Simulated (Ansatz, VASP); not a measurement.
**One calculation of Hg, two programs**

Contents of INCAR:

```
SYSTEM = Hg
PREC = Accurate
ENCUT = 520
EDIFF = 1E-6
ISMEAR = 0
SIGMA = 0.15
LREAL = .FALSE.
LASPH = .TRUE.
NELM = 100
ALGO = Fast
ISIF = 2
LWAVE = .FALSE.
LCHARG = .FALSE.
GGA = PS
IVDW = 12
NBANDS = 19
```

File KPOINTS:

```
Automatic mesh
0
G
  18 18 10
  0 0 0
```

File POSCAR:

```
Hg
1.0
    3.1531382511      0.0000000000      0.0000000000
   -1.5765691256      2.7306978271      0.0000000000
    0.0000000000      0.0000000000      5.2606958582
Hg
2
Direct
    0.6666666667      0.3333333333      0.7500000000
    0.3333333333      0.6666666667      0.2500000000
```

Input for Ansatz:

```yaml
crystal:
  lattice:
    - [3.1531382511, 0.0, 0.0]
    - [-1.5765691256, 2.7306978271, 0.0]
    - [0.0, 0.0, 5.2606958582]
  atoms:
    - { symbol: Hg, position: [0.6666666667, 0.3333333333, 0.75] }
    - { symbol: Hg, position: [0.3333333333, 0.6666666667, 0.25] }
basis:
  ecutwfc: 420
kpoints:
  mp_grid: { grid: [18, 18, 10] }
hamiltonian:
  xc: pbesol
  dispersion: d3bj
scf:
  occupations: { method: gaussian, width: 0.15 }
output:
  forces: true
  stress: true
  eigenvalues: true
```

Alike in both runs: task single point; functional PBEsol; dispersion D3(BJ); k mesh 18 × 18 × 10; occupations gaussian, width 0.15 eV; no spin polarisation.

|  | VASP | Ansatz |
| --- | --- | --- |
| version | VASP 6.6.1 | Ansatz 0.2.0 |
| potentials or method | VASP PAW PBE potentials, release 64 (Hg), cutoff 520 eV | scalar-relativistic, plane waves, PAW |
| valence electrons in the cell | 24 | 40 |

|  | VASP | Ansatz | Ansatz less VASP |
| --- | --- | --- | --- |
| gap on the k mesh at the Fermi level (eV) | none | none | - |
| pressure (GPa) | -1.2 | -1.7 | -0.45 |
| traceless stress, the component that is largest in VASP (GPa) | -0.10 | -0.07 | +0.035 |

VASP's potentials were made for PBE, not for PBEsol. A gap of «none» marks a metal or a gap that the smearing closes. VASP's potentials hold 24 valence electrons a cell and Ansatz's 40, so a difference there can come from the potentials and not from the codes.

Neither program's run includes spin-orbit coupling.
